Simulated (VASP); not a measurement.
Wanted: the native input for a VASP 6.6.1 run.

| Quantity | Value |
| --- | --- |
| Task | single point |
| Functional | revPBE |
| Dispersion | D3(BJ) |
| Potentials or basis | VASP PAW PBE potentials, release 64 (Ga_d) |
| Cutoff | 520 eV |
| k mesh | 13 × 13 × 13 |
| Occupations | fermi-dirac, width 0.05 eV |
| Spin | no spin polarisation |
| Dipole correction | no |
| Further INCAR settings | ALGO = Fast; EDIFF = 1e-06; NBANDS = 12 |

The structure of Ga lies in POSCAR:

```
Ga
1.0
   -1.4083990113      1.4083990113      2.2130887678
    1.4083990113     -1.4083990113      2.2130887678
    1.4083990113      1.4083990113     -2.2130887678
Ga
1
Direct
    0.0000000000      0.0000000000      0.0000000000
```

These files were run (other wordings do the same):

INCAR

```
SYSTEM = Ga
PREC     = Accurate       ! precision mode
ENCUT    = 520            ! plane-wave cutoff, eV
EDIFF    = 1E-6           ! SCF threshold, eV
ISMEAR   = -1             ! smearing method
SIGMA    = 0.05           ! smearing width, eV
LREAL    = .FALSE.        ! projectors in reciprocal space
LASPH    = .TRUE.         ! aspherical terms in the spheres
NELM     = 100            ! most SCF steps
ALGO     = Fast           ! electronic algorithm
ISIF     = 2              ! what is computed and relaxed
LWAVE    = .FALSE.        ! write WAVECAR
LCHARG   = .TRUE.         ! write CHGCAR
GGA      = RE             ! functional
IVDW     = 12             ! dispersion correction
LELF     = .TRUE.         ! ELF
LVHAR    = .TRUE.       
NBANDS   = 12             ! bands
```

KPOINTS

```
Automatic mesh
0
G
  13 13 13
  0 0 0
```

Potentials or basis: VASP PAW PBE potentials, release 64 (Ga_d).

Command:

```bash
$ cat potpaw_PBE.64/Ga_d/POTCAR > POTCAR
$ mpirun -np 1 vasp_std > vasp.out
```

It gave:

```yaml
Pressure: 0.2 GPa
Band_gap_on_the_k_mesh: zero (an odd number of electrons rules out a gap without spin polarisation)
Dispersion_energy_per_atom: -0.612 eV
```

Caveat: the PAW data sets were made with another functional, which shifts forces and pressure a little.

Run time: 54 s on 1 thread of Intel Xeon 8259CL (shared host), peak memory 0.18 GiB.
